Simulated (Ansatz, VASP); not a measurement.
**Pb, level by level in two programs**

```
Pb
1.0
     0.00000    2.49141    2.49141
     2.49141    0.00000    2.49141
     2.49141    2.49141    0.00000
Pb
1
Cartesian
  0.0000 0.0000 0.0000
```

Single points on this cell with VASP 6.6.1 and Ansatz 0.2.0. Each row is one pair of runs. Alike in all rows: spin: off; k mesh: 5 × 5 × 5; smearing: fermi-dirac, width 0.05 eV; VASP's potentials, cutoff: VASP PAW PBE potentials, release 64 (Pb_d), 520 eV.

```tsv
level	Ansatz's potentials, cutoff	gap on the k mesh at the Fermi level (eV), VASP	gap on the k mesh at the Fermi level (eV), Ansatz	pressure (GPa), VASP	pressure (GPa), Ansatz
r2SCAN0	Ansatz PAW, 500 eV	none	none	-1.2	-1.0
PBE0	Ansatz PAW, 420 eV	none	none	-0.7	-0.6
r2SCAN50	Ansatz PAW, 500 eV	none	none	-2.2	-1.8
B3LYP	Ansatz PAW, 420 eV	none	none	2.7	2.6
```

Pressure (GPa): the two programs differ by at most 0.32.

A gap of «none» marks a metal or a gap that the smearing closes.

The k mesh is coarse, so the values compare programs but aren't converged. Neither program's run includes spin-orbit coupling.
